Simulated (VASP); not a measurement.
# Rb (P6_3/mmc) in VASP: further runs

The runs below take Rb through single point, with PBEsol.

Program: VASP 6.6.1. These are calculated values, not measurements. Logs are shortened: lines on timing, memory, paths and dates and some standing lists are left out, and cuts for length are marked.

### Step 1. The cell of the first run

Symmetry: P6_3/mmc, No. 194, hexagonal system. Conventional cell: a = 4.430 Å, b = 4.430 Å, c = 7.176 Å, α = 90.00°, β = 90.00°, γ = 120.00°. Rb (site symmetry -6m2) has 12 Rb at 4.41 to 4.43 Å within 5.8 Å.

This isn't the form of Rb at room conditions, which is bcc.

### Step 2. Single point, PBEsol (60.97 Å³/atom)

File INCAR:

```
ALGO = Normal ; EDIFF = 1E-6
ENCUT = 520 ; GGA = PS
ISIF = 2 ; ISMEAR = -1
LASPH = T ; LCHARG = F
LREAL = F ; LWAVE = F
NBANDS = 16 ; NELM = 80
PREC = Accurate ; SIGMA = 0.05
```

File KPOINTS:

```
k-points
0
Gamma
  10 10 6
```

File POSCAR:

```
Rb
1.0
    4.4296916510      0.0000000000      0.0000000000
   -2.2148458254      3.8362255007      0.0000000000
    0.0000000000      0.0000000000      7.1761004744
Rb
2
Direct
    0.3333333333      0.6666666667      0.2500000000
    0.6666666667      0.3333333333      0.7500000000
```

Potentials or basis: VASP PAW PBE potentials, release 64 (Rb_sv).

Command:

```bash
$ cat potpaw_PBE.64/Rb_sv/POTCAR > POTCAR
$ mpirun -np 1 vasp_std > vasp.out
```

OUTCAR:

```text
EDIFF = 1E-6
   ENCUT = 520
   GGA = PS
   ISIF = 2
   ISMEAR = -1
   LASPH = T
   LREAL = F
   NELM = 80
   PREC = Accurate

 ion  position               nearest neighbor table
   1  0.333  0.667  0.250-   2 4.41   2 4.41   2 4.41   2 4.41   2 4.41   2 4.41
   2  0.667  0.333  0.750-   1 4.41   1 4.41   1 4.41   1 4.41   1 4.41   1 4.41

  LATTYP: Found a hexagonal cell.
 ALAT       =     4.4296916510
 C/A-ratio  =     1.6200000000

  Lattice vectors:

 A1 = (   4.4296916510,   0.0000000000,   0.0000000000)
 A2 = (  -2.2148458254,   3.8362255007,   0.0000000000)
 A3 = (   0.0000000000,   0.0000000000,   7.1761004744)

Analysis of symmetry for initial positions (statically):
=====================================================================
 Subroutine PRICEL returns:
 Original cell was already a primitive cell.

 Routine SETGRP: Setting up the symmetry group for a
 hexagonal supercell.

 Subroutine GETGRP returns: Found 24 space group operations
 (whereof 12 operations were pure point group operations)
 out of a pool of 24 trial point group operations.

The static configuration has the point symmetry D_3d.
 The point group associated with its full space group is D_6h.

Analysis of symmetry for dynamics (positions and initial velocities):
=====================================================================
 Subroutine PRICEL returns:
 Original cell was already a primitive cell.

 Routine SETGRP: Setting up the symmetry group for a
 hexagonal supercell.

 Subroutine GETGRP returns: Found 24 space group operations
 (whereof 12 operations were pure point group operations)
 out of a pool of 24 trial point group operations.

The dynamic configuration has the point symmetry D_3d.
 The point group associated with its full space group is D_6h.

 Subroutine INISYM returns: Found 24 space group operations
 (whereof 12 operations are pure point group operations),
 and found     1 'primitive' translations

----------------------------------------------------------------------------------------

                                     Primitive cell

  volume of cell :     121.9456

  direct lattice vectors                    reciprocal lattice vectors
     4.429691651  0.000000000  0.000000000     0.225749348  0.130336447  0.000000000
    -2.214845825  3.836225501  0.000000000     0.000000000  0.260672893  0.000000000
     0.000000000  0.000000000  7.176100474     0.000000000  0.000000000  0.139351449

  length of vectors
     4.429691651  4.429691651  7.176100474     0.260672893  0.260672893  0.139351449

  position of ions in fractional coordinates (direct lattice)
     0.333333333  0.666666667  0.250000000
     0.666666667  0.333333333  0.750000000

  ion indices of the primitive-cell ions
   primitive index   ion index
                 1           1
                 2           2

----------------------------------------------------------------------------------------

 KPOINTS: k-points

Automatic generation of k-mesh.
 Grid dimensions read from file:
 generate k-points for:   10   10    6

 Generating k-lattice:

  Cartesian coordinates                     Fractional coordinates (reciprocal lattice)
     0.022574935  0.013033645  0.000000000     0.100000000  0.000000000  0.000000000
     0.000000000  0.026067289  0.000000000     0.000000000  0.100000000  0.000000000
     0.000000000  0.000000000  0.023225242     0.000000000  0.000000000  0.166666667

  Length of vectors
     0.026067289  0.026067289  0.023225242

  Shift w.r.t. Gamma in fractional coordinates (k-lattice)
     0.000000000  0.000000000  0.000000000

 Subroutine IBZKPT returns following result:
 ===========================================

 Found     56 irreducible k-points:

 Following reciprocal coordinates:
            Coordinates               Weight
  0.000000  0.000000  0.000000      1.000000
  0.100000  0.000000  0.000000      6.000000
  0.200000  0.000000  0.000000      6.000000
  0.300000 -0.000000  0.000000      6.000000
  0.400000 -0.000000  0.000000      6.000000
  0.500000 -0.000000  0.000000      3.000000
[... 16 lines left out ...]
  0.300000  0.100000  0.166667     24.000000
  0.400000  0.100000  0.166667     24.000000
 [... further k-points ...]
   k-points           NKPTS =     56   k-points in BZ     NKDIM =     56   number of bands    NBANDS=     16
   number of dos      NEDOS =    301   number of ions     NIONS =      2
   total plane-waves  NPLWV =  69984
   dimension x,y,z NGX =    36 NGY =   36 NGZ =   54
   dimension x,y,z NGXF=    72 NGYF=   72 NGZF=  108
   ions per type =               2
   NGX,Y,Z   is equivalent  to a cutoff of  13.51, 13.51, 12.51 a.u.
   NGXF,Y,Z  is equivalent  to a cutoff of  27.02, 27.02, 25.02 a.u.
 SYSTEM =  unknown system
   PREC   = accura    normal or accurate (medium, high low for compatibility)
   ISTART =      0    job   : 0-new  1-cont  2-samecut
   ICHARG =      2    charge: 1-file 2-atom 10-const
   ISPIN  =      1    spin polarized calculation?
   LNONCOLLINEAR =      F non collinear calculations
   LSORBIT =      F    spin-orbit coupling
   LASPH  =      T    aspherical Exc in radial PAW
   ENCUT  =  520.0 eV  38.22 Ry    6.18 a.u.   8.24  8.24 13.34*2*pi/ulx,y,z
   NELM   =     80;   NELMIN=  2; NELMDL= -5     # of ELM steps
   EDIFF  = 0.1E-05   stopping-criterion for ELM
   LREAL  =      F    real-space projection
   EDIFFG = 0.1E-04   stopping-criterion for IOM
   NSW    =      0    number of steps for IOM
   IBRION =     -1    ionic relax: 0-MD 1-quasi-New 2-CG
   NFREE  =      0    steps in history (QN), initial steepest desc. (CG)
   ISIF   =      2    stress and relaxation
   ISYM   =      2    0-nonsym 1-usesym 2-fastsym
   POTIM  = 0.5000    time-step for ionic-motion
   TEBEG  =    0.0;   TEEND  =   0.0 temperature during run
   PSTRESS=    0.0 pullay stress
   NELECT =      18.0000    total number of electrons
   NUPDOWN=      -1.0000    fix difference up-down
   EMIN   =  10.00;   EMAX   =-10.00  energy-range for DOS
   EFERMI =   0.00;   METHOD = LEGACY
   ISMEAR =    -1;   SIGMA  =   0.05  broadening in eV -4-tet -1-fermi 0-gaus
   EFERMI_NEDOS =   21; number of points for ismear=-14 and -15
   IALGO  =     38    algorithm
   IMIX   =      4    mixing-type and parameters
     AMIX     =   0.40;   BMIX     =  1.00
     AMIX_MAG =   1.60;   BMIX_MAG =  1.00
  volume/ion in A,a.u.               =      60.97       411.46
  Fermi-wavevector in a.u.,A,eV,Ry     =   0.865188  1.634967 10.184635  0.748550
  Thomas-Fermi vector in A             =   1.983394
   LORBIT       =      0    0 simple, 1 ext, 2 COOP (PROOUT), +10 PAW based schemes
   GGA     = PS    functional components
   LHFCALC =     F    Hartree Fock is set to
   AEXX    =    0.0000 exact exchange contribution
   IVDW    =     0    specifies the selected vdW correction
   LEPSILON=     F    determine dielectric tensor
   LRPA    =     F    only Hartree local field effects (RPA)
 non-spin polarized calculation
  energy-cutoff  :      520.00
  volume of cell :      121.95
 maximum number of plane-waves:      3309
 NGX is ok and might be reduce to    36
   NGX = 17   NGY = 17   NGZ = 27

 number of electron      18.0000001 magnetization

 Free energy of the ion-electron system (eV)
  ---------------------------------------------------
  ext. energy  EPLUGINS =         0.00000000
  ---------------------------------------------------
  free energy    TOTEN  =        -1.81915666 eV

  energy without entropy =       -1.80394417  energy(sigma->0) =       -1.81155041

 E-fermi :   1.0217     XC(G=0):  -6.6289

 val. band max:        1.0214817004   @ k =   0.3000   0.2000   0.3333
 cond. band min:       1.0293982227   @ k =   0.0000   0.0000   0.0000
 fundamental gap:      0.0079165224
 Fermi energy:         1.0216724956

 k-point     1 :       0.0000    0.0000    0.0000
  band No.  band energies     occupation
      1     -27.7074      2.00000
      2     -27.6817      2.00000
      3     -12.0252      2.00000
      4     -11.7125      2.00000
      5     -11.7125      2.00000
      6     -11.6655      2.00000
[... 8 lines left out ...]
     15       5.3207      0.00000
     16       5.3207      0.00000

 k-point     2 :       0.1000    0.0000    0.0000
  band No.  band energies     occupation
      1     -27.7053      2.00000
      2     -27.6807      2.00000
      3     -12.0134      2.00000
      4     -11.7384      2.00000
      5     -11.7206      2.00000
      6     -11.6928      2.00000
[... 8 lines left out ...]
     15       5.2036      0.00000
     16       5.4763      0.00000

 k-point     3 :       0.2000    0.0000    0.0000
  band No.  band energies     occupation
      1     -27.6997      2.00000
      2     -27.6783      2.00000
      3     -11.9807      2.00000
      4     -11.8067      2.00000
      5     -11.7610      2.00000
      6     -11.7410      2.00000
[... 8 lines left out ...]
     15       5.2666      0.00000
     16       5.2798      0.00000

 k-point     4 :       0.3000   -0.0000    0.0000
  band No.  band energies     occupation
      1     -27.6924      2.00000
      2     -27.6758      2.00000
      3     -11.9342      2.00000
      4     -11.8916      2.00000
      5     -11.8402      2.00000
      6     -11.7651      2.00000
[... 8 lines left out ...]
     15       4.9265      0.00000
     16       5.8524      0.00000
[... 324 lines left out ...]
 k-point    22 :       0.2000    0.1000    0.1667
  band No.  band energies     occupation
      1     -27.6938      2.00000
      2     -27.6778      2.00000
      3     -11.9483      2.00000
      4     -11.8428      2.00000
      5     -11.8225      2.00000
      6     -11.7542      2.00000
[... 8 lines left out ...]
     15       4.8410      0.00000
     16       5.6145      0.00000

 k-point    23 :       0.3000    0.1000    0.1667
  band No.  band energies     occupation
      1     -27.6870      2.00000
      2     -27.6756      2.00000
      3     -11.9508      2.00000
      4     -11.9011      2.00000
      5     -11.8533      2.00000
      6     -11.7818      2.00000
[... 8 lines left out ...]
     15       4.5681      0.00000
     16       5.9305      0.00000

 k-point    24 :       0.4000    0.1000    0.1667
  band No.  band energies     occupation
      1     -27.6822      2.00000
      2     -27.6749      2.00000
      3     -11.9841      2.00000
      4     -11.9303      2.00000
      5     -11.8408      2.00000
      6     -11.7943      2.00000
[... 8 lines left out ...]
     15       4.4906      0.00000
     16       6.1946      0.00000

 [... further k-points ...]

------------------------ aborting loop because EDIFF is reached ----------------------------------------

  FORCE on cell =-STRESS in cart. coord.  units (eV):
  Direction    XX          YY          ZZ          XY          YZ          ZX
  --------------------------------------------------------------------------------------
  -------------------------------------------------------------------------------------
  Total        1.4965715      1.4965715      1.4776621      0.0000000      0.0000000     -0.0000000
  in kB       19.6626447     19.6626447     19.4142033      0.0000000      0.0000000     -0.0000000
  external PRESSURE =      19.5798309 kB  Pullay stress =       0.0000000 kB

 VOLUME and BASIS-vectors are now :
 -----------------------------------------------------------------------------
  energy-cutoff  :      520.00
  volume of cell :      121.95
      direct lattice vectors                 reciprocal lattice vectors
     4.429691651  0.000000000  0.000000000     0.225749348  0.130336447  0.000000000
    -2.214845825  3.836225501  0.000000000     0.000000000  0.260672893  0.000000000
     0.000000000  0.000000000  7.176100474     0.000000000  0.000000000  0.139351449

 POSITION                                       TOTAL-FORCE (eV/Angst)
 -----------------------------------------------------------------------------------
     -0.00000      2.55748      1.79403         0.000000      0.000000     -0.000000
      2.21485      1.27874      5.38208        -0.000000     -0.000000      0.000000
 -----------------------------------------------------------------------------------
    total drift:                               -0.000000      0.000000     -0.000000

  FREE ENERGIE OF THE ION-ELECTRON SYSTEM (eV)
  ---------------------------------------------------
  free  energy   TOTEN  =        -1.8191566611 eV

  energy  without entropy=       -1.8039441680  energy(sigma->0) =       -1.81155041
```

It took 68 s on 1 thread of Intel Xeon Platinum 8259CL at 2.50GHz (Skylake/Cascade Lake), shared host; peak memory 0.28 GiB.

What came out:

* Free energy: -1.8192 eV
* Pressure: 2.0 GPa
* Band gap on the k mesh: zero (bands 9 and 10 overlap by 2.42 eV)

Caveat: the PAW data sets were made with another functional, which shifts forces and pressure a little.

### Step 3. Single point, PBEsol (78.39 Å³/atom)

This run uses another cell than the first one, of 78.39 Å³/atom.

File INCAR:

```
PREC = Accurate ; ENCUT = 520
EDIFF = 1E-7 ; ISMEAR = -1
SIGMA = 0.05 ; LREAL = False
LASPH = True ; NELM = 60
ALGO = Normal ; ISIF = 2
LWAVE = False ; LCHARG = False
GGA = PS ; NBANDS = 16
```

File KPOINTS:

```
Automatic mesh
0
Gamma
  10 10 6
```

File POSCAR:

```
Rb
1.0
    4.8167597597      0.0000000000      0.0000000000
   -2.4083798798      4.1714363158      0.0000000000
    0.0000000000      0.0000000000      7.8031508106
Rb
2
Direct
    0.3333333333      0.6666666667      0.2500000000
    0.6666666667      0.3333333333      0.7500000000
```

Potentials or basis: VASP PAW PBE potentials, release 64 (Rb_sv).

Command:

```bash
$ cat potpaw_PBE.64/Rb_sv/POTCAR > POTCAR
$ mpirun -np 1 vasp_std > vasp.out
```

Run time: 80 s. Hardware: 1 thread of Intel Xeon Platinum 8259CL at 2.50GHz (Skylake/Cascade Lake), shared host; peak memory 0.31 GiB.

The run converged. Its results:

- Free energy: -2.0424 eV
- Pressure: 0.4 GPa
- Band gap on the k mesh: zero (bands 9 and 10 overlap by 2.22 eV)

Levels at points of the mesh, in eV from the Fermi level:
| k point | band 6 | band 7 | band 8 | band 9 | band 10 | band 11 | band 12 | band 13 |
| --- | --- | --- | --- | --- | --- | --- | --- | --- |
| (0.00, 0.00, 0.00) | -12.79 | -12.79 | -12.79 | -2.17 | 0.13 | 0.81 | 3.59 | 3.59 |
| (0.50, 0.00, 0.00) | -12.85 | -12.83 | -12.81 | 0.04 | 0.35 | 1.27 | 1.54 | 2.23 |
| (0.00, 0.00, 0.50) | -12.80 | -12.80 | -12.80 | -1.40 | -1.40 | 2.43 | 2.43 | 3.62 |
| (0.50, 0.00, 0.50) | -12.83 | -12.83 | -12.83 | 0.38 | 0.38 | 1.05 | 1.05 | 2.57 |

Caveat: the PAW data sets were made with another functional, which shifts forces and pressure a little.
